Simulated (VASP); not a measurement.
# C in VASP: single point with LDA

Aim: the single point of C with LDA.

All numbers are computed with VASP 6.6.1; they aren't measurements. Logs are shortened: lines on timing, memory, paths and dates and some standing lists are left out, and cuts for length are marked.

### 1 The cell of the first run

The cell holds a slab with vacuum, 2 atoms: a = 2.326 Å, b = 2.326 Å, c = 28.000 Å, α = 90.00°, β = 90.00°, γ = 120.00°.

### 2 Single point, LDA

File INCAR:

```
PREC     = Accurate       # precision mode
ENCUT    = 520            # plane-wave cutoff, eV
EDIFF    = 1E-6           # SCF threshold, eV
ISMEAR   = 0              # smearing method
SIGMA    = 0.1            # smearing width, eV
LREAL    = False          # projectors in reciprocal space
LASPH    = True           # aspherical terms in the spheres
NELM     = 60             # most SCF steps
ALGO     = Normal         # electronic algorithm
ISIF     = 2              # what is computed and relaxed
LWAVE    = False          # write WAVECAR
LCHARG   = False          # write CHGCAR
LDIPOL   = True         
IDIPOL   = 3            
DIPOL    = 0.5 0.5 0.500
GGA      = CA             # functional
NBANDS   = 11             # bands
```

File KPOINTS:

```
regular mesh
0
Gamma
  21 21 1
```

File POSCAR:

```
C
1.0
    2.3260000000      0.0000000000      0.0000000000
   -1.1630000000      2.0143750892      0.0000000000
    0.0000000000      0.0000000000     28.0000000000
C
2
Direct
    0.3333333333      0.6666666667      0.5000000000
    0.6666666667      0.3333333333      0.5000000000
```

Potentials or basis: VASP PAW LDA potentials, release 64 (C).

The run is started by

```console
> cat potpaw_LDA.64/C/POTCAR > POTCAR
> mpirun -np 1 vasp_std > vasp.out
```

OUTCAR:

```text
PREC = Accurate
   ENCUT = 520
   EDIFF = 1E-6
   ISMEAR = 0
   LREAL = False
   LASPH = True
   NELM = 60
   ISIF = 2
   GGA = CA

 ion  position               nearest neighbor table
   1  0.333  0.667  0.500-   2 1.34   2 1.34   2 1.34
   2  0.667  0.333  0.500-   1 1.34   1 1.34   1 1.34

  LATTYP: Found a hexagonal cell.
 ALAT       =     2.3260000000
 C/A-ratio  =    12.0378331900

  Lattice vectors:

 A1 = (   2.3260000000,   0.0000000000,   0.0000000000)
 A2 = (  -1.1630000000,   2.0143750892,   0.0000000000)
 A3 = (   0.0000000000,   0.0000000000,  28.0000000000)

Analysis of symmetry for initial positions (statically):
=====================================================================
 Subroutine PRICEL returns:
 Original cell was already a primitive cell.

 Routine SETGRP: Setting up the symmetry group for a
 hexagonal supercell.

 Subroutine GETGRP returns: Found 24 space group operations
 (whereof 24 operations were pure point group operations)
 out of a pool of 24 trial point group operations.

The static configuration has the point symmetry D_6h.

Analysis of symmetry for dynamics (positions and initial velocities):
=====================================================================
 Subroutine PRICEL returns:
 Original cell was already a primitive cell.

 Routine SETGRP: Setting up the symmetry group for a
 hexagonal supercell.

 Subroutine GETGRP returns: Found 24 space group operations
 (whereof 24 operations were pure point group operations)
 out of a pool of 24 trial point group operations.

The dynamic configuration has the point symmetry D_6h.

 Subroutine INISYM returns: Found 24 space group operations
 (whereof 24 operations are pure point group operations),
 and found     1 'primitive' translations

----------------------------------------------------------------------------------------

                                     Primitive cell

  volume of cell :     131.1922

  direct lattice vectors                    reciprocal lattice vectors
     2.326000000  0.000000000  0.000000000     0.429922614  0.248215937  0.000000000
    -1.163000000  2.014375089  0.000000000     0.000000000  0.496431874  0.000000000
     0.000000000  0.000000000 28.000000000     0.000000000  0.000000000  0.035714286

  length of vectors
     2.326000000  2.326000000 28.000000000     0.496431874  0.496431874  0.035714286

  position of ions in fractional coordinates (direct lattice)
     0.333333333  0.666666667  0.500000000
     0.666666667  0.333333333  0.500000000

  ion indices of the primitive-cell ions
   primitive index   ion index
                 1           1
                 2           2

----------------------------------------------------------------------------------------

 KPOINTS: regular mesh

Automatic generation of k-mesh.
 Grid dimensions read from file:
 generate k-points for:   21   21    1

 Generating k-lattice:

  Cartesian coordinates                     Fractional coordinates (reciprocal lattice)
     0.020472505  0.011819807  0.000000000     0.047619048 -0.000000000  0.000000000
     0.000000000  0.023639613  0.000000000     0.000000000  0.047619048  0.000000000
     0.000000000  0.000000000  0.035714286     0.000000000  0.000000000  1.000000000

  Length of vectors
     0.023639613  0.023639613  0.035714286

  Shift w.r.t. Gamma in fractional coordinates (k-lattice)
     0.000000000  0.000000000  0.000000000

 Subroutine IBZKPT returns following result:
 ===========================================

 Found     48 irreducible k-points:

 Following reciprocal coordinates:
            Coordinates               Weight
  0.000000  0.000000  0.000000      1.000000
  0.047619  0.000000  0.000000      6.000000
  0.095238  0.000000  0.000000      6.000000
  0.142857  0.000000  0.000000      6.000000
  0.190476  0.000000  0.000000      6.000000
  0.238095  0.000000  0.000000      6.000000
[... 16 lines left out ...]
  0.142857  0.095238  0.000000     12.000000
  0.190476  0.095238  0.000000     12.000000
 [... further k-points ...]
   k-points           NKPTS =     48   k-points in BZ     NKDIM =     48   number of bands    NBANDS=     11
   number of dos      NEDOS =    301   number of ions     NIONS =      2
   total plane-waves  NPLWV =  68040
   dimension x,y,z NGX =    18 NGY =   18 NGZ =  210
   dimension x,y,z NGXF=    36 NGYF=   36 NGZF=  420
   ions per type =               2
   NGX,Y,Z   is equivalent  to a cutoff of  12.87, 12.87, 12.47 a.u.
   NGXF,Y,Z  is equivalent  to a cutoff of  25.73, 25.73, 24.94 a.u.
 SYSTEM =  unknown system
   PREC   = accura    normal or accurate (medium, high low for compatibility)
   ISTART =      0    job   : 0-new  1-cont  2-samecut
   ICHARG =      2    charge: 1-file 2-atom 10-const
   ISPIN  =      1    spin polarized calculation?
   LNONCOLLINEAR =      F non collinear calculations
   LSORBIT =      F    spin-orbit coupling
   LASPH  =      T    aspherical Exc in radial PAW
   ENCUT  =  520.0 eV  38.22 Ry    6.18 a.u.   4.32  4.32 52.06*2*pi/ulx,y,z
   NELM   =     60;   NELMIN=  2; NELMDL= -5     # of ELM steps
   EDIFF  = 0.1E-05   stopping-criterion for ELM
   LREAL  =      F    real-space projection
   EDIFFG = 0.1E-04   stopping-criterion for IOM
   NSW    =      0    number of steps for IOM
   IBRION =     -1    ionic relax: 0-MD 1-quasi-New 2-CG
   NFREE  =      0    steps in history (QN), initial steepest desc. (CG)
   ISIF   =      2    stress and relaxation
   ISYM   =      2    0-nonsym 1-usesym 2-fastsym
   POTIM  = 0.5000    time-step for ionic-motion
   TEBEG  =    0.0;   TEEND  =   0.0 temperature during run
   PSTRESS=    0.0 pullay stress
   NELECT =       8.0000    total number of electrons
   NUPDOWN=      -1.0000    fix difference up-down
   EMIN   =  10.00;   EMAX   =-10.00  energy-range for DOS
   EFERMI =   0.00;   METHOD = LEGACY
   ISMEAR =     0;   SIGMA  =   0.10  broadening in eV -4-tet -1-fermi 0-gaus
   EFERMI_NEDOS =   21; number of points for ismear=-14 and -15
   IALGO  =     38    algorithm
   IMIX   =      4    mixing-type and parameters
     AMIX     =   0.40;   BMIX     =  1.00
     AMIX_MAG =   1.60;   BMIX_MAG =  1.00
  volume/ion in A,a.u.               =      65.60       442.66
  Fermi-wavevector in a.u.,A,eV,Ry     =   0.644370  1.217683  5.649316  0.415213
  Thomas-Fermi vector in A             =   1.711676
   LORBIT       =      0    0 simple, 1 ext, 2 COOP (PROOUT), +10 PAW based schemes
   GGA     = CA    functional components
   LHFCALC =     F    Hartree Fock is set to
   AEXX    =    0.0000 exact exchange contribution
   IVDW    =     0    specifies the selected vdW correction
   LEPSILON=     F    determine dielectric tensor
   LRPA    =     F    only Hartree local field effects (RPA)
 non-spin polarized calculation
 Gauss-broadening in eV      SIGMA  =   0.10
  energy-cutoff  :      520.00
  volume of cell :      131.19
 maximum number of plane-waves:      3639
 NGX is ok and might be reduce to    18
   NGX =  9   NGY =  9   NGZ =105

 number of electron       8.0000001 magnetization

 dipolmoment           0.000000      0.000000     -0.000000 electrons x Angstroem

 Free energy of the ion-electron system (eV)
  ---------------------------------------------------
  ext. energy  EPLUGINS =         0.00000000
  ---------------------------------------------------
  free energy    TOTEN  =       -19.78494389 eV

  energy without entropy =      -19.78443216  energy(sigma->0) =      -19.78468802

 E-fermi :  -2.8497     XC(G=0):  -1.6519

 val. band max:       -2.8497242530   @ k =   0.3333   0.3333   0.0000
 cond. band min:      -2.8497242475   @ k =   0.3333   0.3333   0.0000
 fundamental gap:      0.0000000055
 Fermi energy:        -2.8497242497

 k-point     1 :       0.0000    0.0000    0.0000
  band No.  band energies     occupation
      1     -23.5809      2.00000
      2     -11.7436      2.00000
      3      -5.7786      2.00000
      4      -5.7786      2.00000
      5      -0.0150      0.00000
      6       0.9474      0.00000
      7       1.1676      0.00000
      8       1.5445      0.00000
      9       1.7920      0.00000
     10       2.5367      0.00000
     11       2.8722      0.00000

 k-point     2 :       0.0476    0.0000    0.0000
  band No.  band energies     occupation
      1     -23.5222      2.00000
      2     -11.6698      2.00000
      3      -6.0097      2.00000
      4      -5.9178      2.00000
      5       0.0658      0.00000
      6       1.0304      0.00000
      7       1.2516      0.00000
      8       1.6281      0.00000
      9       1.8756      0.00000
     10       2.6200      0.00000
     11       2.9553      0.00000

 k-point     3 :       0.0952    0.0000    0.0000
  band No.  band energies     occupation
      1     -23.3460      2.00000
      2     -11.4490      2.00000
      3      -6.6617      2.00000
      4      -6.2967      2.00000
      5       0.3084      0.00000
      6       1.2793      0.00000
      7       1.5036      0.00000
      8       1.8789      0.00000
      9       2.1263      0.00000
     10       2.8699      0.00000
     11       3.2047      0.00000
[... 267 lines left out ...]
 k-point    23 :       0.1429    0.0952    0.0000
  band No.  band energies     occupation
      1     -22.4699      2.00000
      2     -10.3573      2.00000
      3      -8.9754      2.00000
      4      -8.0268      2.00000
      5       1.5246      0.00000
      6       2.5206      0.00000
      7       2.7635      0.00000
      8       3.1319      0.00000
      9       3.3807      0.00000
     10       4.1170      0.00000
     11       4.4538      0.00000

 k-point    24 :       0.1905    0.0952    0.0000
  band No.  band energies     occupation
      1     -21.9479      2.00000
      2     -10.1622      2.00000
      3      -9.7143      2.00000
      4      -8.6775      2.00000
      5       2.2535      0.00000
      6       3.2598      0.00000
      7       3.5194      0.00000
      8       3.8816      0.00000
      9       4.1334      0.00000
     10       4.8581      0.00000
     11       5.2030      0.00000

 [... further k-points ...]

------------------------ aborting loop because EDIFF is reached ----------------------------------------

 vacuum level on the upper side and lower side of the slab       (xc-potential included)        -0.009        -0.009

  FORCE on cell =-STRESS in cart. coord.  units (eV):
  Direction    XX          YY          ZZ          XY          YZ          ZX
  --------------------------------------------------------------------------------------
  -------------------------------------------------------------------------------------
  Total        7.9482238      7.9482238     -0.0179607     -0.0000000     -0.0000000      0.0000000
  in kB       97.0672186     97.0672186     -0.2193436     -0.0000000     -0.0000000      0.0000000
  external PRESSURE =      64.6383645 kB  Pullay stress =       0.0000000 kB

 VOLUME and BASIS-vectors are now :
 -----------------------------------------------------------------------------
  energy-cutoff  :      520.00
  volume of cell :      131.19
      direct lattice vectors                 reciprocal lattice vectors
     2.326000000  0.000000000  0.000000000     0.429922614  0.248215937  0.000000000
    -1.163000000  2.014375089  0.000000000     0.000000000  0.496431874  0.000000000
     0.000000000  0.000000000 28.000000000     0.000000000  0.000000000  0.035714286

 POSITION                                       TOTAL-FORCE (eV/Angst)
 -----------------------------------------------------------------------------------
     -0.00000      1.34292     14.00000         0.000000     -0.000000      0.000000
      1.16300      0.67146     14.00000        -0.000000      0.000000      0.000000
 -----------------------------------------------------------------------------------
    total drift:                                0.000000      0.000000      0.000000

  FREE ENERGIE OF THE ION-ELECTRON SYSTEM (eV)
  ---------------------------------------------------
  free  energy   TOTEN  =       -19.7849438925 eV

  energy  without entropy=      -19.7844321559  energy(sigma->0) =      -19.78468802

 vacuum level on the upper side and lower side of the slab         1.158         1.158
```

Wall time 64 s (1 thread of Intel Xeon 6975P-C (Granite Rapids), shared host); peak memory 0.22 GiB.

Results:

```yaml
Free_energy: -19.7849 eV
Band_gap_on_the_k_mesh: zero (filled and empty bands touch)
```

Levels at points of the mesh, in eV from the Fermi level:
| k point | band 2 | band 3 | band 4 | band 5 | band 6 | band 7 |
| --- | --- | --- | --- | --- | --- | --- |
| (0.00, 0.00, 0.00) | -8.89 | -2.93 | -2.93 | 2.83 | 3.80 | 4.02 |
